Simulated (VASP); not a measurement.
Set up this calculation in VASP 6.6.1, as the native input.

- Task: dielectric tensor
- Functional: PBE
- Potentials or basis: VASP PAW PBE potentials, release 64 (Te, Be)
- Cutoff: 520 eV
- k mesh: 8 × 8 × 8
- Occupations: gaussian, width 0.01 eV
- Spin: no spin polarisation
- Dipole correction: no
- Further INCAR settings: ALGO = Normal; EDIFF = 1e-08

The structure of BeTe lies in POSCAR:

```
BeTe
1.0
    0.0000000000      2.7700000000      2.7700000000
    2.7700000000      0.0000000000      2.7700000000
    2.7700000000      2.7700000000      0.0000000000
Te Be
1 1
Direct
    0.7500000000      0.7500000000      0.7500000000
    0.0000000000      0.0000000000      0.0000000000
```

These files were run (other wordings do the same):

INCAR

```
ALGO = Normal
EDIFF = 1E-8
ENCUT = 520
GGA = PE
ISIF = 2
ISMEAR = 0
LASPH = True
LCHARG = False
LEPSILON = True
LREAL = False
LWAVE = False
NELM = 60
PREC = Accurate
SIGMA = 0.01
```

KPOINTS

```
k-points
0
Gamma
  8 8 8
```

Potentials or basis: VASP PAW PBE potentials, release 64 (Te, Be).

Command:

```sh
$ cat potpaw_PBE.64/Te/POTCAR potpaw_PBE.64/Be/POTCAR > POTCAR
$ mpirun -np 1 vasp_std > vasp.out
```

Results of the run:

```
Band gap on the k mesh                  : 1.85 eV, indirect (least direct gap 3.56 eV)
Electronic dielectric tensor (diagonal) : 7.69
Born charges (mean of the diagonal)     : Te -1.22; Be +1.22 e
```

Caveat: spin-orbit coupling is left out, which moves the levels of the heavy elements.

Wall time 2.3 min on 1 thread of Intel(R) Xeon(R) Platinum 8488C (Sapphire Rapids), on a shared host, peak memory 0.25 GiB.
